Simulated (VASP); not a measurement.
A run of VASP 6.6.1 is set up as follows.

The input POSCAR:

```
GdCu5
1.0
    5.0359983000      0.0000000000      0.0000000000
   -2.5179991500      4.3613024600      0.0000000000
    0.0000000000      0.0000000000      4.1020000000
Cu Gd
5 1
Direct
    0.3333333300      0.6666666700      0.0000000000
    0.6666666700      0.3333333300      0.0000000000
    0.5000000000      0.0000000000      0.5000000000
    0.5000000000      0.5000000000      0.5000000000
    0.0000000000      0.5000000000      0.5000000000
    0.0000000000      0.0000000000      0.0000000000
```

Contents of INCAR.step1:

```
SYSTEM = GdCu5
  PREC = Accurate
  ENCUT = 520
  ISMEAR = 0
  SIGMA = 0.05
  LREAL = .False.
  LASPH = .True.
  NELM = 150
  ISPIN = 2
  MAGMOM = 1 1 1 1 1 7
  LMAXMIX = 6
  NBANDS = 50
  GGA = PE
  ALGO = Normal
  EDIFF = 1E-4
  LWAVE = .True.
  LCHARG = .False.
```

File INCAR.step2:

```
SYSTEM = GdCu5
  PREC = Accurate
  ENCUT = 520
  EDIFF = 1E-6
  ISMEAR = 0
  SIGMA = 0.05
  LREAL = .False.
  LASPH = .True.
  NELM = 150
  ALGO = Normal
  ISIF = 2
  LWAVE = .False.
  LCHARG = .False.
  ISPIN = 2
  MAGMOM = 1 1 1 1 1 7
  LORBIT = 11
  LMAXMIX = 6
  METAGGA = R2SCAN
  LMIXTAU = .True.
  NBANDS = 50
  ISTART = 1
```

Contents of KPOINTS:

```
regular mesh
0
Gamma
  4 4 5
  0 0 0
```

Potentials or basis: VASP PAW PBE potentials, release 64 (Cu, Gd).

Run with:

```bash
$ cat potpaw_PBE.64/Cu/POTCAR potpaw_PBE.64/Gd/POTCAR > POTCAR
$ cp INCAR.step1 INCAR
$ mpirun -np 1 vasp_std > vasp.out
$ cp INCAR.step2 INCAR
$ mpirun -np 1 vasp_std > vasp.out
```

Q: Estimate the net moment.

A: 8.10 μB per cell.

Q: Estimate the pressure.

A: -2.2 GPa.

Q: What does it give for the site moments?

A: Cu +0.05, +0.10 (each value once); Gd +6.95 μB.

Stress tensor (GPa, compression positive):
```
-1.65  0.00  0.00
 0.00 -1.65  0.00
 0.00  0.00 -3.27
```

Caveat: the k points lie up to 0.36 Å⁻¹ apart; the PAW data sets were made with another functional, which shifts forces and pressure a little. The state reached can hang on the start; a lower one may exist.
